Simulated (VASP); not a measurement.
# BN: single point with PBE

The system is BN.

```
N B
1.0
     2.55394    0.00000    0.00000
    -1.27697    2.21178    0.00000
     0.00000    0.00000    4.22685
N B
2 2
Direct
  0.33333 0.66667 0.12528
  0.66667 0.33333 0.62528
  0.33333 0.66667 0.49972
  0.66667 0.33333 0.99972
```

```yaml
Program: VASP 6.6.1
Task: single point
Functional: PBE
Potentials_or_basis: VASP PAW PBE potentials, release 64 (N, B)
Cutoff: 520 eV
k_mesh: 12 × 12 × 6
Occupations: gaussian, width 0.021 eV
Spin: no spin polarisation
```

```json
{
 "Pressure": "0.2 GPa",
 "Largest force": "0.014 eV/Å",
 "Band gap on the k mesh": "5.20 eV, indirect (least direct gap 8.23 eV)"
}
```

Forces in eV/Å, atoms in the order of the input:
```
N    0.000  0.000 -0.014
N    0.000  0.000 -0.014
B    0.000  0.000  0.014
B    0.000  0.000  0.014
```

Stress tensor (GPa, compression positive):
```
 0.45  0.00  0.00
 0.00  0.45  0.00
 0.00  0.00 -0.32
```

Levels at points of the mesh, in eV from the valence-band top:
| k point | band 4 | band 5 | band 6 | band 7 | band 8 | band 9 | band 10 | band 11 | band 12 | band 13 |
| --- | --- | --- | --- | --- | --- | --- | --- | --- | --- | --- |
| (0.00, 0.00, 0.00) | -2.10 | -2.10 | -0.28 | 0.00 | 0.00 | 8.33 | 8.33 | 8.53 | 9.42 | 10.63 |
| (0.50, 0.00, 0.00) | -7.75 | -6.86 | -4.93 | -4.37 | -2.09 | 6.68 | 7.93 | 10.55 | 11.39 | 12.79 |
| (0.00, 0.00, 0.50) | -5.68 | -1.16 | -1.16 | -1.16 | -1.16 | 9.41 | 9.41 | 9.88 | 9.88 | 9.88 |
| (0.50, 0.00, 0.50) | -9.94 | -3.73 | -3.73 | -3.55 | -3.55 | 6.55 | 6.55 | 9.97 | 9.97 | 14.17 |

Run time: 27 s on 1 thread of Intel Xeon 6975P-C (shared host), peak memory 0.15 GiB.

A k mesh can miss the band edges.
